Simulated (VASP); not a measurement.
# CdTe in VASP: notebook, part 2 of 2

VASP 6.6.1. The steps go on from the part before.

### 3 Single point, PBE, collinear spin

This run uses another cell than the first one.

INCAR reads:

```
SYSTEM = CdTe
PREC     = Accurate       ! precision mode
ENCUT    = 520            ! plane-wave cutoff, eV
EDIFF    = 1E-6           ! SCF threshold, eV
ISMEAR   = 0              ! smearing method
SIGMA    = 0.05           ! smearing width, eV
LREAL    = .False.        ! projectors in reciprocal space
LASPH    = .True.         ! aspherical terms in the spheres
NELM     = 150            ! most SCF steps
ALGO     = Normal         ! electronic algorithm
ISIF     = 2              ! what is computed and relaxed
LWAVE    = .False.        ! write WAVECAR
LCHARG   = .False.        ! write CHGCAR
ISPIN    = 2              ! spin polarisation
MAGMOM   = 0.5 0.5        ! initial moments
LORBIT   = 11             ! projections on sites
GGA      = PE             ! functional
NBANDS   = 20             ! bands
```

KPOINTS reads:

```
Automatic mesh
0
Gamma
  1 1 14
  0 0 0
```

POSCAR reads:

```
CdTe
1.0
   10.2000000000      0.0000000000      0.0000000000
    0.0000000000      9.3000000000      0.0000000000
    0.0000000000      0.0000000000      4.8421478632
Cd Te
1 1
Direct
    0.4455811347      0.5000000000      0.0000000000
    0.5544188653      0.5000000000      0.5000000000
```

Potentials or basis: VASP PAW PBE potentials, release 64 (Cd, Te).

Run with:

```sh
$ cat potpaw_PBE.64/Cd/POTCAR potpaw_PBE.64/Te/POTCAR > POTCAR
$ mpirun -np 1 vasp_std > vasp.out
```

OUTCAR:

```text
SYSTEM = CdTe
   PREC = Accurate
   ENCUT = 520
   EDIFF = 1E-6
   ISMEAR = 0
   LREAL = .False.
   LASPH = .True.
   NELM = 150
   ISIF = 2
   ISPIN = 2
   LORBIT = 11
   GGA = PE

 ion  position               nearest neighbor table
   1  0.446  0.500  0.000-   2 2.66   2 2.66
   2  0.554  0.500  0.500-   1 2.66   1 2.66

  LATTYP: Found a simple orthorhombic cell.
 ALAT       =     4.8421478632
 B/A-ratio  =     1.9206352765
 C/A-ratio  =     2.1065032065

  Lattice vectors:

 A1 = (   0.0000000000,   0.0000000000,  -4.8421478632)
 A2 = (   0.0000000000,   9.3000000000,   0.0000000000)
 A3 = (  10.2000000000,   0.0000000000,   0.0000000000)

Analysis of symmetry for initial positions (statically):
=====================================================================
 Subroutine PRICEL returns:
 Original cell was already a primitive cell.

 Routine SETGRP: Setting up the symmetry group for a
 simple orthorhombic supercell.

 Subroutine GETGRP returns: Found  4 space group operations
 (whereof  4 operations were pure point group operations)
 out of a pool of  8 trial point group operations.

The static configuration has the point symmetry C_2v.

Analysis of symmetry for dynamics (positions and initial velocities):
=====================================================================
 Subroutine PRICEL returns:
 Original cell was already a primitive cell.

 Routine SETGRP: Setting up the symmetry group for a
 simple orthorhombic supercell.

 Subroutine GETGRP returns: Found  4 space group operations
 (whereof  4 operations were pure point group operations)
 out of a pool of  8 trial point group operations.

The dynamic configuration has the point symmetry C_2v.

Analysis of structural, dynamic, and magnetic symmetry:
=====================================================================
 Subroutine PRICEL returns:
[... 135 lines left out ...]
 Free energy of the ion-electron system (eV)
  ---------------------------------------------------
  ext. energy  EPLUGINS =         0.00000000
  ---------------------------------------------------
  free energy    TOTEN  =        -3.48763549 eV

  energy without entropy =       -3.48763549  energy(sigma->0) =       -3.48763549

 E-fermi :  -3.8215     XC(G=0):  -2.3010

 val. band max:       -4.0602720828   @ k =   0.0000   0.0000   0.5000
 cond. band min:      -2.6019101563   @ k =   0.0000   0.0000   0.0000
 fundamental gap:      1.4583619265
 Fermi energy:        -3.8214920172

 spin component 1

 k-point     1 :       0.0000    0.0000    0.0000
  band No.  band energies     occupation
      1     -14.3800      1.00000
      2     -12.4948      1.00000
      3     -12.2696      1.00000
      4     -12.2428      1.00000
      5     -12.2011      1.00000
      6     -11.8185      1.00000
[... 160 lines left out ...]
      6     -11.8609      1.00000
[... 12 lines left out ...]
     19       3.4274      0.00000
     20       3.6180      0.00000
 Fermi energy:        -3.8214920172

 spin component 2

 k-point     1 :       0.0000    0.0000    0.0000
  band No.  band energies     occupation
      1     -14.3800      1.00000
      2     -12.4948      1.00000
      3     -12.2696      1.00000
      4     -12.2428      1.00000
      5     -12.2011      1.00000
      6     -11.8185      1.00000
[... 173 lines left out ...]
     19       3.4281      0.00000
     20       3.6553      0.00000

------------------------ aborting loop because EDIFF is reached ----------------------------------------

  FORCE on cell =-STRESS in cart. coord.  units (eV):
  Direction    XX          YY          ZZ          XY          YZ          ZX
  --------------------------------------------------------------------------------------
  -------------------------------------------------------------------------------------
  Total        0.0252268      0.0479523      0.1204619      0.0000000      0.0000000      0.0000000
  in kB        0.0879938      0.1672626      0.4201837      0.0000000      0.0000000      0.0000000
  external PRESSURE =       0.2251467 kB  Pullay stress =       0.0000000 kB

 VOLUME and BASIS-vectors are now :
 -----------------------------------------------------------------------------
  energy-cutoff  :      520.00
  volume of cell :      459.33
      direct lattice vectors                 reciprocal lattice vectors
    10.200000000  0.000000000  0.000000000     0.098039216  0.000000000  0.000000000
     0.000000000  9.300000000  0.000000000     0.000000000  0.107526882  0.000000000
     0.000000000  0.000000000  4.842147863     0.000000000  0.000000000  0.206519922

 POSITION                                       TOTAL-FORCE (eV/Angst)
 -----------------------------------------------------------------------------------
      4.54493      4.65000      0.00000        -0.028251      0.000000      0.000000
      5.65507      4.65000      2.42107         0.028251      0.000000      0.000000
 -----------------------------------------------------------------------------------
    total drift:                                0.000093      0.000000      0.000001

  FREE ENERGIE OF THE ION-ELECTRON SYSTEM (eV)
  ---------------------------------------------------
  free  energy   TOTEN  =        -3.4876354893 eV

  energy  without entropy=       -3.4876354893  energy(sigma->0) =       -3.48763549

 total charge

# of ion       s       p       d       tot
------------------------------------------
    1        0.553   0.218   9.522  10.293
    2        1.368   1.999   0.015   3.382
--------------------------------------------------
tot          1.921   2.218   9.536  13.675

 magnetization (x)

# of ion       s       p       d       tot
------------------------------------------
    1       -0.000  -0.000   0.000   0.000
    2        0.000   0.000   0.000   0.000
--------------------------------------------------
tot         -0.000   0.000   0.000   0.000
```

OSZICAR:

```text
N       E                     dE             d eps       ncg     rms          rms(c)
DAV:   1     0.123909387841E+03    0.12391E+03   -0.46014E+03   640   0.561E+02
[... 14 lines left out ...]
DAV:  16    -0.348738472753E+01   -0.58607E-03   -0.12220E-04   700   0.308E-02    0.105E-02
DAV:  17    -0.348754436544E+01   -0.15964E-03   -0.18388E-05   664   0.143E-02    0.453E-03
DAV:  18    -0.348760414056E+01   -0.59775E-04   -0.62840E-06   696   0.677E-03    0.236E-03
DAV:  19    -0.348762557557E+01   -0.21435E-04   -0.23856E-06   672   0.427E-03    0.211E-03
DAV:  20    -0.348763410526E+01   -0.85297E-05   -0.11697E-06   640   0.287E-03    0.719E-04
DAV:  21    -0.348763570317E+01   -0.15979E-05   -0.21340E-07   576   0.116E-03    0.626E-04
DAV:  22    -0.348763548927E+01    0.21390E-06   -0.12173E-07   552   0.875E-04
   1 F= -.34876355E+01 E0= -.34876355E+01  d E =-.251033E-12  mag=    -0.0000
```

stdout:

```text
POSCAR found type information on POSCAR CdTe
 POSCAR found :  2 types and       2 ions
 scaLAPACK will be used
 LDA part: xc-table for (Slater+PW92), standard interpolation
 POSCAR, INCAR and KPOINTS ok, starting setup
 FFT: planning ... GRIDC
 FFT: planning ... GRID_SOFT
 FFT: planning ... GRID
 WAVECAR not read
 entering main loop
```

Run time: 2 min. Hardware: 1 thread of AMD EPYC 9R45 (Zen 5), shared host; peak memory 0.67 GiB.

Results:

```yaml
Free_energy: -3.4876 eV
Largest_force: 0.028 eV/Å
Band_gap_on_the_k_mesh: 1.46 eV (least direct gap 1.74 eV)
Net_moment: 0.00 μB per cell
Valence_electrons_inside_the_program's_atomic_spheres: Cd 10.29; Te 3.38
```

Forces in eV/Å, atoms in the order of the input:
```
Cd  -0.028  0.000  0.000
Te   0.028  0.000  0.000
```

Levels at points of the mesh, in eV from the valence-band top:
Spin up:
| k point | band 6 | band 7 | band 8 | band 9 | band 10 | band 11 | band 12 | band 13 |
| --- | --- | --- | --- | --- | --- | --- | --- | --- |
| (0.00, 0.00, 0.00) | -7.76 | -1.72 | -1.13 | -0.61 | 1.46 | 3.49 | 4.43 | 4.66 |
| (0.00, 0.00, 0.50) | -7.80 | -3.77 | -0.78 | 0.00 | 1.74 | 3.35 | 5.23 | 5.82 |
Spin down:
| k point | band 5 | band 6 | band 7 | band 8 | band 9 | band 10 | band 11 | band 12 | band 13 | band 14 |
| --- | --- | --- | --- | --- | --- | --- | --- | --- | --- | --- |
| (0.00, 0.00, 0.00) | -8.14 | -7.76 | -1.72 | -1.13 | -0.61 | 1.46 | 3.50 | 4.43 | 4.67 | 5.52 |
| (0.00, 0.00, 0.50) | -8.18 | -7.80 | -3.77 | -0.78 | 0.00 | 1.74 | 3.35 | 5.23 | 5.82 | 6.50 |

Caveat: spin-orbit coupling is left out, which moves the levels of the heavy elements.

The gap in the log of VASP goes by the Fermi energy; the results here count the filled bands.